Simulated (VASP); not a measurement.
A run of VASP 6.6.1 is set up as follows.

The input INCAR:

```
PREC = Accurate
ENCUT = 520
EDIFF = 1E-7
ISMEAR = -1
SIGMA = 0.1
LREAL = F
LASPH = T
NELM = 80
ALGO = Normal
ISIF = 2
LWAVE = F
LCHARG = F
GGA = PE
NBANDS = 8
```

The input KPOINTS:

```
regular mesh
0
Gamma
  16 16 16
```

Contents of POSCAR:

```
As
1.0
   -1.6945292025      1.6945292025      1.6945292025
    1.6945292025     -1.6945292025      1.6945292025
    1.6945292025      1.6945292025     -1.6945292025
As
1
Direct
    0.0000000000      0.0000000000      0.0000000000
```

Potentials or basis: VASP PAW PBE potentials, release 64 (As).

Launch:

```console
$ cat potpaw_PBE.64/As/POTCAR > POTCAR
$ mpirun -np 1 vasp_std > vasp.out
```

**Question.** What does it give for the pressure?

**Answer.** -1.5 GPa.
